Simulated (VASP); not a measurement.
# ZrB (Fm-3m) in VASP: single point with PBE

Aim: the single point of ZrB with PBE.

All numbers are computed with VASP 6.6.1; they aren't measurements. Logs are shortened: lines on timing, memory, paths and dates and some standing lists are left out, and cuts for length are marked.

### 1 The cell of the first run

It takes space group Fm-3m (No. 225, cubic). Conventional cell: a = 4.650 Å, b = 4.650 Å, c = 4.650 Å, α = 90.00°, β = 90.00°, γ = 90.00°. Within 3.1 Å of Zr (site symmetry m-3m) lie 6 B at 2.33 Å. B (site symmetry m-3m) has 6 Zr at 2.33 Å within 3.1 Å.

### 2 Single point, PBE, non-collinear spin, zero start, spin-orbit coupling

Contents of INCAR:

```
PREC = Accurate ; ENCUT = 520
EDIFF = 1E-6 ; ISMEAR = 0
SIGMA = 0.05 ; LREAL = F
LASPH = T ; NELM = 150
ALGO = Normal ; ISIF = 2
LWAVE = F ; LCHARG = T
MAGMOM = 0 0 0 0 0 0 ; LORBIT = 11
LSORBIT = T ; GGA_COMPAT = F
LORBMOM = T ; LMAXMIX = 4
GGA = PE ; LVHAR = T
NBANDS = 27
```

Contents of KPOINTS:

```
regular mesh
0
Gamma
  14 14 14
```

Contents of POSCAR:

```
ZrB
1.0
    0.0000000000      2.3250000000      2.3250000000
    2.3250000000      0.0000000000      2.3250000000
    2.3250000000      2.3250000000      0.0000000000
Zr B
1 1
Direct
    0.0000000000      0.0000000000      0.0000000000
    0.5000000000      0.5000000000      0.5000000000
```

Potentials or basis: VASP PAW PBE potentials, release 64 (Zr_sv, B).

Run with:

```bash
$ cat potpaw_PBE.64/Zr_sv/POTCAR potpaw_PBE.64/B/POTCAR > POTCAR
$ mpirun -np 1 vasp_ncl > vasp.out
```

OUTCAR:

```text
PREC = Accurate
   ENCUT = 520
   EDIFF = 1E-6
   ISMEAR = 0
   LREAL = F
   LASPH = T
   NELM = 150
   ISIF = 2
   LORBIT = 11
   LSORBIT = T
   GGA = PE

 ion  position               nearest neighbor table
   1  0.000  0.000  0.000-   2 2.33   2 2.33   2 2.33   2 2.33   2 2.33   2 2.33
   2  0.500  0.500  0.500-   1 2.33   1 2.33   1 2.33   1 2.33   1 2.33   1 2.33

  LATTYP: Found a face centered cubic cell.
 ALAT       =     4.6500000000

  Lattice vectors:

 A1 = (   0.0000000000,   2.3250000000,   2.3250000000)
 A2 = (   2.3250000000,   0.0000000000,   2.3250000000)
 A3 = (   2.3250000000,   2.3250000000,   0.0000000000)

Analysis of symmetry for initial positions (statically):
=====================================================================
 Subroutine PRICEL returns:
 Original cell was already a primitive cell.

 Routine SETGRP: Setting up the symmetry group for a
 face centered cubic supercell.

 Subroutine GETGRP returns: Found 48 space group operations
 (whereof 48 operations were pure point group operations)
 out of a pool of 48 trial point group operations.

The static configuration has the point symmetry O_h .

Analysis of symmetry for dynamics (positions and initial velocities):
=====================================================================
 Subroutine PRICEL returns:
 Original cell was already a primitive cell.

 Routine SETGRP: Setting up the symmetry group for a
 face centered cubic supercell.

 Subroutine GETGRP returns: Found 48 space group operations
 (whereof 48 operations were pure point group operations)
 out of a pool of 48 trial point group operations.

The dynamic configuration has the point symmetry O_h .

Analysis of structural, dynamic, and magnetic symmetry:
=====================================================================
 Subroutine PRICEL returns:
 Original cell was already a primitive cell.

 Routine SETGRP: Setting up the symmetry group for a
 face centered cubic supercell.

 Subroutine GETGRP returns: Found 48 space group operations
 (whereof 48 operations were pure point group operations)
 out of a pool of 48 trial point group operations.

The overall configuration has the point symmetry O_h .

 Subroutine INISYM returns: Found 48 space group operations
 (whereof 48 operations are pure point group operations),
 and found     1 'primitive' translations

[... 899 lines left out ...]
 -----------------------------------------------------------------------------------
    total drift:                                0.000000     -0.000000     -0.000000

  FREE ENERGIE OF THE ION-ELECTRON SYSTEM (eV)
  ---------------------------------------------------
  free  energy   TOTEN  =       -15.6547674934 eV

  energy  without entropy=      -15.6533133540  energy(sigma->0) =      -15.65404042

 orbital moment (x)

 # of ion     p       d       tot
 ----------------------------------------
  1         0.000  -0.000  -0.000
  2         0.000   0.000   0.000
 ----------------------------------------
            0.000  -0.000  -0.000

 orbital moment (y)

 # of ion     p       d       tot
 ----------------------------------------
  1         0.000   0.000   0.000
  2         0.000   0.000   0.000
 ----------------------------------------
            0.000   0.000   0.000

 orbital moment (z)

 # of ion     p       d       tot
 ----------------------------------------
  1         0.000   0.000   0.000
  2         0.000   0.000   0.000
 ----------------------------------------
            0.000   0.000   0.000

 Spin-Orbit-Coupling matrix elements

 Ion:    1  E_soc:     -0.1438691
 l=   1
     0.0000000    -0.0233481    -0.0233481
    -0.0233481     0.0000000    -0.0233481
    -0.0233481    -0.0233481     0.0000000
 l=   2
     0.0000000    -0.0001432     0.0000000    -0.0001432    -0.0004869
    -0.0001432     0.0000000    -0.0003652    -0.0001432    -0.0001217
     0.0000000    -0.0003652     0.0000000    -0.0003652     0.0000000
    -0.0001432    -0.0001432    -0.0003652     0.0000000    -0.0001217
    -0.0004869    -0.0001217     0.0000000    -0.0001217     0.0000000
 l=   3
     0.0000000     0.0000000     0.0000000     0.0000000     0.0000000     0.0000000     0.0000000
     0.0000000     0.0000000     0.0000000     0.0000000     0.0000000     0.0000000     0.0000000
     0.0000000     0.0000000     0.0000000     0.0000000     0.0000000     0.0000000     0.0000000
     0.0000000     0.0000000     0.0000000     0.0000000     0.0000000     0.0000000     0.0000000
     0.0000000     0.0000000     0.0000000     0.0000000     0.0000000     0.0000000     0.0000000
     0.0000000     0.0000000     0.0000000     0.0000000     0.0000000     0.0000000     0.0000000
     0.0000000     0.0000000     0.0000000     0.0000000     0.0000000     0.0000000     0.0000000

 Ion:    2  E_soc:      0.0000159
 l=   1
     0.0000000     0.0000027     0.0000027
     0.0000027     0.0000000     0.0000027
     0.0000027     0.0000027     0.0000000
 l=   2
     0.0000000     0.0000000     0.0000000     0.0000000     0.0000000
     0.0000000     0.0000000     0.0000000     0.0000000     0.0000000
     0.0000000     0.0000000     0.0000000     0.0000000     0.0000000
     0.0000000     0.0000000     0.0000000     0.0000000     0.0000000
     0.0000000     0.0000000     0.0000000     0.0000000     0.0000000
 l=   3
     0.0000000     0.0000000     0.0000000     0.0000000     0.0000000     0.0000000     0.0000000
     0.0000000     0.0000000     0.0000000     0.0000000     0.0000000     0.0000000     0.0000000
     0.0000000     0.0000000     0.0000000     0.0000000     0.0000000     0.0000000     0.0000000
     0.0000000     0.0000000     0.0000000     0.0000000     0.0000000     0.0000000     0.0000000
     0.0000000     0.0000000     0.0000000     0.0000000     0.0000000     0.0000000     0.0000000
     0.0000000     0.0000000     0.0000000     0.0000000     0.0000000     0.0000000     0.0000000
     0.0000000     0.0000000     0.0000000     0.0000000     0.0000000     0.0000000     0.0000000

 total charge

# of ion       s       p       d       tot
------------------------------------------
    1        2.210   6.049   1.846  10.105
    2        0.809   1.110   0.000   1.919
--------------------------------------------------
tot          3.019   7.159   1.846  12.024

 magnetization (x)

# of ion       s       p       d       tot
------------------------------------------
    1       -0.000   0.000  -0.000  -0.000
    2        0.000   0.000   0.000   0.000
--------------------------------------------------
tot         -0.000   0.000  -0.000  -0.000

 magnetization (y)

# of ion       s       p       d       tot
------------------------------------------
    1       -0.000   0.000   0.000  -0.000
    2        0.000  -0.000   0.000   0.000
--------------------------------------------------
tot         -0.000  -0.000   0.000  -0.000

 magnetization (z)

# of ion       s       p       d       tot
------------------------------------------
    1       -0.000   0.000   0.000  -0.000
    2       -0.000   0.000   0.000   0.000
--------------------------------------------------
tot         -0.000   0.000   0.000  -0.000
```

OSZICAR:

```text
N       E                     dE             d eps       ncg     rms          rms(c)
DAV:   1     0.117407380606E+03    0.11741E+03   -0.78185E+03  5616   0.112E+03
DAV:   2    -0.957866558468E+01   -0.12699E+03   -0.12123E+03  6475   0.325E+02
DAV:   3    -0.172481942372E+02   -0.76695E+01   -0.75383E+01  9764   0.616E+01
DAV:   4    -0.173986838571E+02   -0.15049E+00   -0.15010E+00  6881   0.791E+00
DAV:   5    -0.174016078783E+02   -0.29240E-02   -0.29232E-02  8077   0.830E-01    0.241E+01
DAV:   6    -0.156527457379E+02    0.17489E+01   -0.28539E+00  6245   0.148E+01    0.895E+00
DAV:   7    -0.156498193869E+02    0.29264E-02   -0.44861E-01  8319   0.423E+00    0.366E+00
DAV:   8    -0.156552880759E+02   -0.54687E-02   -0.31656E-02  6628   0.169E+00    0.384E-01
DAV:   9    -0.156546881256E+02    0.59995E-03   -0.22958E-03  7267   0.359E-01    0.258E-01
DAV:  10    -0.156547279370E+02   -0.39811E-04   -0.11679E-04  7319   0.945E-02    0.920E-02
DAV:  11    -0.156547672729E+02   -0.39336E-04   -0.10401E-04  6122   0.124E-01    0.106E-02
DAV:  12    -0.156547674934E+02   -0.22047E-06   -0.49198E-06  7751   0.189E-02
   1 F= -.15654767E+02 E0= -.15654040E+02  d E =-.145414E-02  mag=     0.0000    -0.0000     0.0000
```

stdout:

```text
POSCAR found type information on POSCAR ZrB
 POSCAR found :  2 types and       2 ions
 scaLAPACK will be used
 LDA part: xc-table for (Slater+PW92), standard interpolation
 POSCAR, INCAR and KPOINTS ok, starting setup
 FFT: planning ... GRIDC
 FFT: planning ... GRID_SOFT
 FFT: planning ... GRID
 WAVECAR not read
 entering main loop
```

Run time: 2.2 min. Hardware: 1 thread of Intel Xeon 8259CL, shared host; peak memory 0.27 GiB.

Results:

| Quantity | Value |
| --- | --- |
| Free energy | -15.6548 eV |
| Pressure | 34.9 GPa |
| Net moment | 0.00 μB per cell |
| Valence electrons inside the program's atomic spheres | Zr 10.11; B 1.92 |

Moments on the atoms (μB; x, y, z):
```
Zr  0.00 0.00 0.00
B   0.00 0.00 0.00
```

Caveat: the cell stands under pressure.
